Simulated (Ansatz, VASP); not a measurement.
**BeS, level by level in two programs**

```
S Be
1.0
     0.00000    2.44106    2.44106
     2.44106    0.00000    2.44106
     2.44106    2.44106    0.00000
S Be
1 1
Direct
  0.75000 0.75000 0.75000
  0.00000 0.00000 0.00000
```

Single points on this cell with VASP 6.6.1 and Ansatz 0.2.0. Each row is one pair of runs. Alike in all rows: spin: off.

```tsv
level	k mesh	smearing	VASP's potentials, cutoff	Ansatz's potentials, cutoff	gap on the k mesh at the Fermi level (eV), VASP	gap on the k mesh at the Fermi level (eV), Ansatz	least direct gap on the mesh (eV), VASP	least direct gap on the mesh (eV), Ansatz	pressure (GPa), VASP	pressure (GPa), Ansatz
LDA	9 × 9 × 9	fermi-dirac, width 0.05 eV	VASP PAW LDA potentials, release 64 (S, Be), 520 eV	Ansatz PAW, 420 eV	3.04	3.03	5.51	5.49	-4.9	-4.9
PBEsol	9 × 9 × 9	fermi-dirac, width 0.05 eV	VASP PAW PBE potentials, release 64 (S, Be), 520 eV	Ansatz PAW, 420 eV	3.07	3.06	5.54	5.54	-2.4	-2.5
r2SCAN	9 × 9 × 9	fermi-dirac, width 0.05 eV	VASP PAW PBE potentials, release 64 (S, Be), 520 eV	Ansatz PAW, 500 eV	3.71	3.70	6.27	6.24	-0.5	-0.8
PBE0	5 × 5 × 5	gaussian, width 0.1 eV	VASP PAW PBE potentials, release 64 (S, Be), 520 eV	Ansatz PAW, 420 eV	5.15	?	7.63	?	-1.8	?
PBE0	6 × 6 × 6	fermi-dirac, width 0.05 eV	VASP PAW PBE potentials, release 64 (S, Be), 520 eV	Ansatz PAW, 420 eV	4.82	4.81	7.61	7.60	-1.9	-1.7
HSE06	6 × 6 × 6	fermi-dirac, width 0.05 eV	VASP PAW PBE potentials, release 64 (S, Be), 520 eV	Ansatz PAW, 420 eV	4.09	4.10	6.87	6.88	-1.8	-1.7
```

Fill in what Ansatz gave in row 4.

gap on the k mesh at the Fermi level (eV): 5.13; least direct gap on the mesh (eV): 7.61; pressure (GPa): -1.6.

The k mesh is coarse in some rows, so the values compare programs but aren't converged. Noted on Ansatz's runs: odd divisions of the mesh miss points on the zone boundary, where band edges often lie, so the gap on the mesh can be too wide.
